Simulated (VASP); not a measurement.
CaO: single point with PBE

The system is CaO.

```
CELL_PARAMETERS angstrom
0.00000 2.54156 2.70518
2.54156 0.00000 2.70518
2.54156 2.54156 0.00000
ATOMIC_POSITIONS crystal
Ca 0.00000 0.00000 0.00000
O 0.25000 0.25000 0.25000
```

This cell differs from its parent crystal: epitaxial xy strain -2.5%.

- Program: VASP 6.6.1
- Task: single point
- Functional: PBE
- Potentials or basis: VASP PAW PBE potentials, release 64 (Ca_sv, O)
- Cutoff: 520 eV
- k mesh: 8 × 8 × 8
- Occupations: fermi-dirac, width 0.02 eV
- Spin: no spin polarisation
- Dipole correction: no
- Further INCAR settings: ALGO = Normal; EDIFF = 1e-06; NBANDS = 15

```
Pressure               : 2.8 GPa
Band gap on the k mesh : 3.31 eV (least direct gap 3.98 eV)
```

Stress tensor (GPa, compression positive):
```
3.25 0.00 0.00
0.00 3.25 0.00
0.00 0.00 1.96
```

Levels at points of the mesh, in eV from the valence-band top:
```csv
k point,band 6,band 7,band 8,band 9,band 10,band 11
"(0.00, 0.00, 0.00)",-0.74,-0.68,-0.68,3.31,7.70,8.18
"(0.50, 0.00, 0.00)",-1.07,-0.51,-0.36,6.12,7.81,7.90
"(0.50, 0.50, 0.00)",-1.55,0.00,0.00,4.76,6.49,9.03
"(0.50, 0.00, 0.50)",-1.51,-0.12,-0.08,4.98,6.60,9.04
```

It took 55 s on 1 thread of Intel Xeon 8259CL, with other jobs on the host, peak memory 0.18 GiB.

Caveat: the cell differs from its parent crystal (epitaxial xy strain -2.5%). A k mesh can miss the band edges.
